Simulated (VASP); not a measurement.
Mg8HO8 (a cell with a defect): single point with PBE

Crystal: Mg8HO8 (a cell with a defect).

```
CELL_PARAMETERS angstrom
0.00000 4.24830 4.24830
4.24830 0.00000 4.24830
4.24830 4.24830 0.00000
ATOMIC_POSITIONS crystal
Mg 0.02629 0.97759 0.98840
Mg 0.01049 0.96630 0.48790
Mg 0.00987 0.46759 0.99194
Mg 0.01004 0.46370 0.50028
Mg 0.50451 0.97152 0.99195
Mg 0.49836 0.96940 0.50032
Mg 0.51721 0.47397 0.98617
Mg 0.50829 0.48453 0.48277
O 0.27243 0.23121 0.25199
O 0.26140 0.20947 0.72511
O 0.25487 0.72668 0.23528
O 0.24819 0.74813 0.73521
O 0.76539 0.22068 0.23426
O 0.76801 0.22754 0.73826
O 0.75119 0.72118 0.23607
O 0.75751 0.73275 0.73633
H 0.39351 0.35462 0.85838
```

```json
{
  "Program": "VASP 6.6.1",
  "Task": "single point",
  "Functional": "PBE",
  "Potentials or basis": "VASP PAW PBE potentials, release 64 (Mg, O, H)",
  "Cutoff": "520 eV",
  "k mesh": "2 × 2 × 2",
  "Occupations": "fermi-dirac, width 0.05 eV",
  "Spin": "collinear spin, ferromagnetic start",
  "Starting moments": "[0.0, 0.0, 0.0, 0.0, 0.0, 0.0, 0.0, 0.0, 0.0, 0.0, 0.0, 0.0, 0.0, 0.0, 0.0, 0.0, 1.0] μB",
  "Dipole correction": "no",
  "Further INCAR settings": "LREAL = Auto; ALGO = Normal; EDIFF = 1e-06; NBANDS = 50"
}
```

```json
{"Pressure": "7.0 GPa", "Largest force": "1.691 eV/Å", "Net moment": "0.75 μB per cell", "Site moments": "Mg +0.00; O +0.08, +0.07, -0.00, +0.10; H +0.21 μB", "Valence electrons inside the program's atomic spheres": "Mg 0.43, 0.40, 0.38, 0.41, 0.39; O 5.08, 5.11, 5.10, 5.09, 5.07; H 0.57"}
```

Forces on the atoms (eV/Å):
```
Mg  -0.071 -0.885 -1.440
Mg   0.742 -0.114  0.196
Mg   0.696 -0.103  0.296
Mg  -0.138 -0.800  0.412
Mg  -0.125  0.550  0.593
Mg  -0.862  0.029  0.997
Mg   0.360  0.344 -0.069
Mg  -0.581  0.073 -0.094
O   -0.407 -0.754 -1.247
O    1.164  0.281  0.411
O    0.258  0.534  0.229
O   -0.386 -0.105 -0.305
O    0.251  0.296  0.350
O   -0.643  0.162  0.126
O    0.183  0.411  0.225
O   -0.382  0.282 -0.356
H   -0.060 -0.200 -0.324
```

Stress tensor (GPa, compression positive):
```
 6.84  0.43  0.36
 0.43  6.86 -0.01
 0.36 -0.01  7.40
```

Levels at points of the mesh, in eV from the Fermi level:
Spin up:
```csv
k point,band 30,band 31,band 32,band 33,band 34,band 35,band 36,band 37
"(0.00, 0.00, 0.00)",-2.95,-2.90,-2.89,-1.58,2.07,4.59,4.71,4.78
"(0.50, 0.00, 0.00)",-3.35,-3.10,-3.10,-0.41,3.90,4.41,5.83,6.29
"(0.00, 0.50, 0.00)",-3.23,-3.22,-3.19,-0.39,3.85,4.46,6.02,6.26
"(0.00, 0.00, 0.50)",-3.35,-3.16,-3.09,-0.44,3.83,4.48,6.03,6.19
"(0.50, 0.50, 0.50)",-3.36,-3.16,-3.10,-0.35,3.81,4.62,6.10,6.40
"(0.50, 0.50, 0.00)",-3.48,-3.41,-3.33,-0.12,4.59,5.21,6.07,6.29
"(0.00, 0.50, 0.50)",-3.50,-3.45,-3.32,0.00,4.86,5.03,5.84,6.27
"(0.50, 0.00, 0.50)",-3.53,-3.43,-3.33,-0.02,4.74,5.10,5.78,6.45
```
Spin down:
```tsv
k point	band 28	band 29	band 30	band 31	band 32	band 33	band 34	band 35	band 36	band 37
(0.00, 0.00, 0.00)	-3.45	-3.44	-2.88	-2.85	-2.83	-0.56	2.19	4.62	4.73	4.80
(0.50, 0.00, 0.00)	-3.71	-3.27	-3.24	-3.09	-3.07	0.63	3.92	4.48	5.87	6.33
(0.00, 0.50, 0.00)	-3.76	-3.24	-3.20	-3.14	-3.12	0.64	3.88	4.54	6.06	6.29
(0.00, 0.00, 0.50)	-3.70	-3.25	-3.23	-3.13	-3.08	0.59	3.86	4.56	6.07	6.22
(0.50, 0.50, 0.50)	-3.69	-3.38	-3.35	-3.06	-3.02	0.67	3.84	4.69	6.14	6.43
(0.50, 0.50, 0.00)	-3.53	-3.47	-3.43	-3.39	-3.30	0.94	4.63	5.25	6.10	6.32
(0.00, 0.50, 0.50)	-3.56	-3.50	-3.42	-3.41	-3.28	1.05	4.89	5.07	5.88	6.31
(0.50, 0.00, 0.50)	-3.58	-3.52	-3.40	-3.37	-3.33	1.04	4.77	5.15	5.81	6.49
```

Run time: 3.2 min on 1 thread of Intel(R) Xeon(R) 6975P-C (Granite Rapids), with other jobs on the host, peak memory 0.43 GiB.

Caveat: the k points lie up to 0.64 Å⁻¹ apart.
